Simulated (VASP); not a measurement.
# Ti (P6_3/mmc) in VASP: notebook, part 2 of 3

VASP 6.6.1.

## (4) Single point, PBEsol (strain +0.040 along x and y, +0.040 along z)

File INCAR:

```
SYSTEM = Ti
PREC = Accurate
ENCUT = 520
EDIFF = 1E-7
ISMEAR = 0
SIGMA = 0.15
LREAL = .False.
LASPH = .True.
NELM = 80
ALGO = Fast
ISIF = 2
LWAVE = .False.
LCHARG = .False.
GGA = PS
NBANDS = 19
```

File KPOINTS:

```
Automatic mesh
0
Gamma
  24 24 14
  0 0 0
```

File POSCAR:

```
Ti
1.0
    3.0164526083      0.0000000000      0.0000000000
   -1.5082263041      2.6123245881      0.0000000000
    0.0000000000      0.0000000000      4.7746300647
Ti
2
Direct
    0.3333333333      0.6666666667      0.2500000000
    0.6666666667      0.3333333333      0.7500000000
```

Potentials or basis: VASP PAW PBE potentials, release 64 (Ti_sv).

Started as:

```bash
$ cat potpaw_PBE.64/Ti_sv/POTCAR > POTCAR
$ mpirun -np 1 vasp_std > vasp.out
```

OUTCAR:

```text
SYSTEM = Ti
   PREC = Accurate
   ENCUT = 520
   EDIFF = 1E-7
   ISMEAR = 0
   LREAL = .False.
   LASPH = .True.
   NELM = 80
   ISIF = 2
   GGA = PS

 ion  position               nearest neighbor table
   1  0.333  0.667  0.250-
   2  0.667  0.333  0.750-

  LATTYP: Found a hexagonal cell.
 ALAT       =     3.0164526083
 C/A-ratio  =     1.5828626154

  Lattice vectors:

 A1 = (   3.0164526083,   0.0000000000,   0.0000000000)
 A2 = (  -1.5082263041,   2.6123245881,   0.0000000000)
 A3 = (   0.0000000000,   0.0000000000,   4.7746300647)

Analysis of symmetry for initial positions (statically):
=====================================================================
 Subroutine PRICEL returns:
 Original cell was already a primitive cell.

 Routine SETGRP: Setting up the symmetry group for a
 hexagonal supercell.

 Subroutine GETGRP returns: Found 24 space group operations
 (whereof 12 operations were pure point group operations)
 out of a pool of 24 trial point group operations.

The static configuration has the point symmetry D_3d.
 The point group associated with its full space group is D_6h.

Analysis of symmetry for dynamics (positions and initial velocities):
=====================================================================
 Subroutine PRICEL returns:
 Original cell was already a primitive cell.

 Routine SETGRP: Setting up the symmetry group for a
 hexagonal supercell.

 Subroutine GETGRP returns: Found 24 space group operations
 (whereof 12 operations were pure point group operations)
 out of a pool of 24 trial point group operations.

The dynamic configuration has the point symmetry D_3d.
 The point group associated with its full space group is D_6h.

 Subroutine INISYM returns: Found 24 space group operations
 (whereof 12 operations are pure point group operations),
 and found     1 'primitive' translations

----------------------------------------------------------------------------------------

                                     Primitive cell

  volume of cell :      37.6239

  direct lattice vectors                    reciprocal lattice vectors
     3.016452608  0.000000000  0.000000000     0.331515237  0.191400411  0.000000000
    -1.508226304  2.612324588  0.000000000     0.000000000  0.382800822  0.000000000
     0.000000000  0.000000000  4.774630065     0.000000000  0.000000000  0.209440310

  length of vectors
     3.016452608  3.016452608  4.774630065     0.382800822  0.382800822  0.209440310

  position of ions in fractional coordinates (direct lattice)
     0.333333333  0.666666667  0.250000000
     0.666666667  0.333333333  0.750000000

  ion indices of the primitive-cell ions
   primitive index   ion index
                 1           1
                 2           2

----------------------------------------------------------------------------------------

 KPOINTS: Automatic mesh

Automatic generation of k-mesh.
 Grid dimensions read from file:
 generate k-points for:   24   24   14

 Generating k-lattice:

  Cartesian coordinates                     Fractional coordinates (reciprocal lattice)
     0.013813135  0.007975017  0.000000000     0.041666667 -0.000000000  0.000000000
     0.000000000  0.015950034  0.000000000     0.000000000  0.041666667  0.000000000
     0.000000000  0.000000000  0.014960022     0.000000000  0.000000000  0.071428571

  Length of vectors
     0.015950034  0.015950034  0.014960022

  Shift w.r.t. Gamma in fractional coordinates (k-lattice)
     0.000000000  0.000000000  0.000000000

 Subroutine IBZKPT returns following result:
 ===========================================

 Found    488 irreducible k-points:

 Following reciprocal coordinates:
            Coordinates               Weight
  0.000000  0.000000  0.000000      1.000000
  0.041667  0.000000  0.000000      6.000000
  0.083333  0.000000  0.000000      6.000000
  0.125000  0.000000  0.000000      6.000000
  0.166667 -0.000000  0.000000      6.000000
  0.208333  0.000000  0.000000      6.000000
[... 16 lines left out ...]
  0.416667  0.041667  0.000000     12.000000
  0.458333  0.041667  0.000000     12.000000
 [... further k-points ...]
   k-points           NKPTS =    488   k-points in BZ     NKDIM =    488   number of bands    NBANDS=     19
   number of dos      NEDOS =    301   number of ions     NIONS =      2
   total plane-waves  NPLWV =  20736
   dimension x,y,z NGX =    24 NGY =   24 NGZ =   36
   dimension x,y,z NGXF=    48 NGYF=   48 NGZF=   72
   ions per type =               2
   NGX,Y,Z   is equivalent  to a cutoff of  13.23, 13.23, 12.53 a.u.
   NGXF,Y,Z  is equivalent  to a cutoff of  26.45, 26.45, 25.07 a.u.
 SYSTEM =  Ti
   PREC   = accura    normal or accurate (medium, high low for compatibility)
   ISTART =      0    job   : 0-new  1-cont  2-samecut
   ICHARG =      2    charge: 1-file 2-atom 10-const
   ISPIN  =      1    spin polarized calculation?
   LNONCOLLINEAR =      F non collinear calculations
   LSORBIT =      F    spin-orbit coupling
   LASPH  =      T    aspherical Exc in radial PAW
   ENCUT  =  520.0 eV  38.22 Ry    6.18 a.u.   5.61  5.61  8.88*2*pi/ulx,y,z
   NELM   =     80;   NELMIN=  2; NELMDL= -5     # of ELM steps
   EDIFF  = 0.1E-06   stopping-criterion for ELM
   LREAL  =      F    real-space projection
   EDIFFG = 0.1E-05   stopping-criterion for IOM
   NSW    =      0    number of steps for IOM
   IBRION =     -1    ionic relax: 0-MD 1-quasi-New 2-CG
   NFREE  =      0    steps in history (QN), initial steepest desc. (CG)
   ISIF   =      2    stress and relaxation
   ISYM   =      2    0-nonsym 1-usesym 2-fastsym
   POTIM  = 0.5000    time-step for ionic-motion
   TEBEG  =    0.0;   TEEND  =   0.0 temperature during run
   PSTRESS=    0.0 pullay stress
   NELECT =      24.0000    total number of electrons
   NUPDOWN=      -1.0000    fix difference up-down
   EMIN   =  10.00;   EMAX   =-10.00  energy-range for DOS
   EFERMI =   0.00;   METHOD = LEGACY
   ISMEAR =     0;   SIGMA  =   0.15  broadening in eV -4-tet -1-fermi 0-gaus
   EFERMI_NEDOS =   21; number of points for ismear=-14 and -15
   IALGO  =     68    algorithm
   IMIX   =      4    mixing-type and parameters
     AMIX     =   0.40;   BMIX     =  1.00
     AMIX_MAG =   1.60;   BMIX_MAG =  1.00
  volume/ion in A,a.u.               =      18.81       126.95
  Fermi-wavevector in a.u.,A,eV,Ry     =   1.409259  2.663113 27.021315  1.986011
  Thomas-Fermi vector in A             =   2.531333
   LORBIT       =      0    0 simple, 1 ext, 2 COOP (PROOUT), +10 PAW based schemes
   GGA     = PS    functional components
   LHFCALC =     F    Hartree Fock is set to
   AEXX    =    0.0000 exact exchange contribution
   IVDW    =     0    specifies the selected vdW correction
   LEPSILON=     F    determine dielectric tensor
   LRPA    =     F    only Hartree local field effects (RPA)
 non-spin polarized calculation
 RMM-DIIS sequential band-by-band and
 Gauss-broadening in eV      SIGMA  =   0.15
  energy-cutoff  :      520.00
  volume of cell :       37.62
 maximum number of plane-waves:      1033
 NGX is ok and might be reduce to    24
   NGX = 11   NGY = 11   NGZ = 17

 number of electron      23.9999995 magnetization

 Free energy of the ion-electron system (eV)
  ---------------------------------------------------
  ext. energy  EPLUGINS =         0.00000000
  ---------------------------------------------------
  free energy    TOTEN  =       -16.52508576 eV

  energy without entropy =      -16.49915296  energy(sigma->0) =      -16.51211936

 E-fermi :   7.3914     XC(G=0): -11.2584

 val. band max:        7.3909960739   @ k =   0.0000   0.0000   0.4286
 cond. band min:       7.3921501291   @ k =   0.2500   0.2500   0.4286
 fundamental gap:      0.0011540552
 Fermi energy:         7.3913853749

 k-point     1 :       0.0000    0.0000    0.0000
  band No.  band energies     occupation
      1     -49.3716      2.00000
      2     -49.2707      2.00000
      3     -25.9813      2.00000
      4     -25.4718      2.00000
      5     -25.4718      2.00000
      6     -25.4274      2.00000
[... 11 lines left out ...]
     18       8.8675      0.00000
     19      10.2520      0.00000
[... 485 lines left out ...]
 k-point    24 :       0.4583    0.0417    0.0000
  band No.  band energies     occupation
      1     -49.2857      2.00000
      2     -49.2528      2.00000
      3     -25.8328      2.00000
      4     -25.7436      2.00000
      5     -25.7384      2.00000
      6     -25.5858      2.00000
[... 11 lines left out ...]
     18      10.6088      0.00000
     19      11.2878      0.00000

 [... further k-points ...]

------------------------ aborting loop because EDIFF is reached ----------------------------------------

  FORCE on cell =-STRESS in cart. coord.  units (eV):
  Direction    XX          YY          ZZ          XY          YZ          ZX
  --------------------------------------------------------------------------------------
  -------------------------------------------------------------------------------------
  Total       -2.6693026     -2.6693026     -2.7345900     -0.0000000      0.0000000      0.0000000
  in kB     -113.6697778   -113.6697778   -116.4499833     -0.0000000      0.0000000      0.0000000
  external PRESSURE =    -114.5965130 kB  Pullay stress =       0.0000000 kB

 VOLUME and BASIS-vectors are now :
 -----------------------------------------------------------------------------
  energy-cutoff  :      520.00
  volume of cell :       37.62
      direct lattice vectors                 reciprocal lattice vectors
     3.016452608  0.000000000  0.000000000     0.331515237  0.191400411  0.000000000
    -1.508226304  2.612324588  0.000000000     0.000000000  0.382800822  0.000000000
     0.000000000  0.000000000  4.774630065     0.000000000  0.000000000  0.209440310

 POSITION                                       TOTAL-FORCE (eV/Angst)
 -----------------------------------------------------------------------------------
     -0.00000      1.74155      1.19366        -0.000000     -0.000000      0.000000
      1.50823      0.87077      3.58097         0.000000      0.000000      0.000000
 -----------------------------------------------------------------------------------
    total drift:                               -0.000000      0.000000     -0.000000

  FREE ENERGIE OF THE ION-ELECTRON SYSTEM (eV)
  ---------------------------------------------------
  free  energy   TOTEN  =       -16.5250857646 eV

  energy  without entropy=      -16.4991529591  energy(sigma->0) =      -16.51211936
```

OSZICAR:

```text
N       E                     dE             d eps       ncg     rms          rms(c)
DAV:   1     0.262423258900E+03    0.26242E+03   -0.13037E+04 18584   0.155E+03
DAV:   2     0.111006842580E+02   -0.25132E+03   -0.24740E+03 18950   0.439E+02
DAV:   3    -0.177746042558E+02   -0.28875E+02   -0.28533E+02 34842   0.122E+02
[... 36 lines left out ...]
RMM:  40    -0.165250853310E+02   -0.20132E-06   -0.23100E-06 22661   0.791E-03    0.470E-04
RMM:  41    -0.165250854570E+02   -0.12595E-06   -0.16134E-06 21268   0.631E-03    0.343E-04
RMM:  42    -0.165250855876E+02   -0.13058E-06   -0.14620E-06 19399   0.539E-03    0.269E-04
RMM:  43    -0.165250856943E+02   -0.10678E-06   -0.12666E-06 19294   0.487E-03    0.188E-04
RMM:  44    -0.165250857646E+02   -0.70288E-07   -0.89184E-07 18786   0.444E-03
   1 F= -.16525086E+02 E0= -.16512119E+02  d E =-.259328E-01
```

stdout:

```text
POSCAR found type information on POSCAR Ti
 POSCAR found :  1 types and       2 ions
 scaLAPACK will be used
[... 64 lines left out ...]
 num prob  num prob  num prob  num prob  num prob  num prob  num prob  num prob  num prob  num prob  num prob  num prob  num prob  num prob  num prob  num prob RMM:  31    -0.165250817317E+02   -0.14477E-05   -0.17299E-05 26157   0.177E-02    0.224E-02
 num prob  num prob  num prob  num prob  num prob  num prob  num prob  num prob  num prob  num prob  num prob  num prob  num prob  num prob  num prob  num prob  num prob  num prob  num prob  num prob  num prob  num prob  num prob  num prob  num prob WARNING in EDDRMM: call to ZHEGV failed, returncode =   6  3     10
WARNING in EDDRMM: call to ZHEGV failed, returncode =
```

Run time: 8.5 min. Hardware: 1 thread of Intel Xeon 6975P-C (Granite Rapids), shared host; peak memory 0.38 GiB.

Results:

```yaml
Free_energy: -16.5251 eV
Pressure: -11.5 GPa
Band_gap_on_the_k_mesh: zero (bands 12 and 13 overlap by 1.07 eV)
```

Stress tensor (GPa, compression positive):
```
-11.37   0.00   0.00
  0.00 -11.37   0.00
  0.00   0.00 -11.64
```

Caveat: the cell differs from its parent crystal (strain +0.040 along x and y, +0.040 along z); the cell stands under tension; the PAW data sets were made with another functional, which shifts forces and pressure a little.

## (5) Single point, PBEsol (strain +0.080 along x and y, +0.000 along z)

File INCAR:

```
PREC = Accurate ; ENCUT = 520
EDIFF = 1E-6 ; ISMEAR = 0
SIGMA = 0.15 ; LREAL = F
LASPH = T ; NELM = 60
ALGO = Fast ; ISIF = 2
LWAVE = F ; LCHARG = F
GGA = PS ; NBANDS = 19
```

File KPOINTS:

```
Automatic mesh
0
Gamma
  24 24 14
```

File POSCAR:

```
Ti
1.0
    3.1324700163      0.0000000000      0.0000000000
   -1.5662350081      2.7127986108      0.0000000000
    0.0000000000      0.0000000000      4.5909904468
Ti
2
Direct
    0.3333333333      0.6666666667      0.2500000000
    0.6666666667      0.3333333333      0.7500000000
```

Started as:

```bash
$ cat potpaw_PBE.64/Ti_sv/POTCAR > POTCAR
$ mpirun -np 1 vasp_std > vasp.out
```

It took 6.2 min on 1 thread of Intel Xeon 6975P-C (Granite Rapids), shared host; peak memory 0.38 GiB.

It converged, with:

```
Free energy            : -16.3798 eV
Pressure               : -13.7 GPa
Band gap on the k mesh : zero (bands 12 and 13 overlap by 1.06 eV)
```

Stress tensor (GPa, compression positive):
```
-15.62   0.00   0.00
  0.00 -15.62   0.00
  0.00   0.00  -9.80
```

Levels at points of the mesh, in eV from the Fermi level:
```tsv
k point	band 8	band 9	band 10	band 11	band 12	band 13	band 14	band 15	band 16	band 17
(0.00, 0.00, 0.00)	-32.89	-5.91	-2.35	0.61	0.61	1.09	1.09	1.15	1.15	1.20
(0.50, 0.00, 0.00)	-32.93	-2.30	-1.89	-1.49	-0.94	0.13	0.77	1.31	2.64	2.94
(0.00, 0.00, 0.50)	-32.96	-4.02	-4.02	0.36	0.36	0.40	0.40	0.40	0.40	2.46
(0.50, 0.00, 0.50)	-32.99	-2.25	-2.25	-0.57	-0.57	1.04	1.04	1.31	1.31	2.83
```

Caveat: the cell differs from its parent crystal (strain +0.080 along x and y, +0.000 along z); the stress differs along the axes, from -16 to -10 GPa; the PAW data sets were made with another functional, which shifts forces and pressure a little.

[end of part 2 of 3]
